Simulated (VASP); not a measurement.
Runs of VASP 6.6.1 on NaCl. The structure is that of space group Fm-3m (No. 225), or close to it. The cells are those of the table. 

```tsv
task	cell	cutoff (eV)	smearing	gap on the mesh (eV)	pressure (GPa)
single point	a = 3.960 Å, angles 60.0°, 2 atoms	520	gaussian 0.02 eV	5.01	0.0
relaxation of cell and atoms	relaxed from a = 4.005 Å, angles 60.0°, 2 atoms	600	gaussian 0.02 eV	5.00	0.0
single point	a = 4.005 Å, angles 60.0°, 2 atoms	520	gaussian 0.02 eV	(b)	-0.7
single point	a = 3.964, b = 3.964, c = 4.023 Å, angles 59.5, 59.5, 61.0°, 2 atoms	520	gaussian 0.02 eV	4.94	-0.3
single point	a = 3.961 Å, angles 60.0°, 2 atoms	500	gaussian 0.01 eV	5.01	0.0
single point	a = 4.146 Å, angles 60.0°, 2 atoms	520	gaussian 0.02 eV	(a)	-2.6
single point	a = 3.972 Å, angles 60.0°, 2 atoms	520	gaussian 0.02 eV	4.98	-0.2
```

Alike in all rows: level PBEsol; potentials or basis VASP PAW PBE potentials, release 64 (Na_pv, Cl); no spin polarisation; k mesh 8 × 8 × 8.

Task: Estimate the missing entries.

Result: (a) 4.55; (b) 4.89.

Caveats: the PAW data sets were made with another functional, which shifts forces and pressure a little.

A k mesh can miss the band edges.
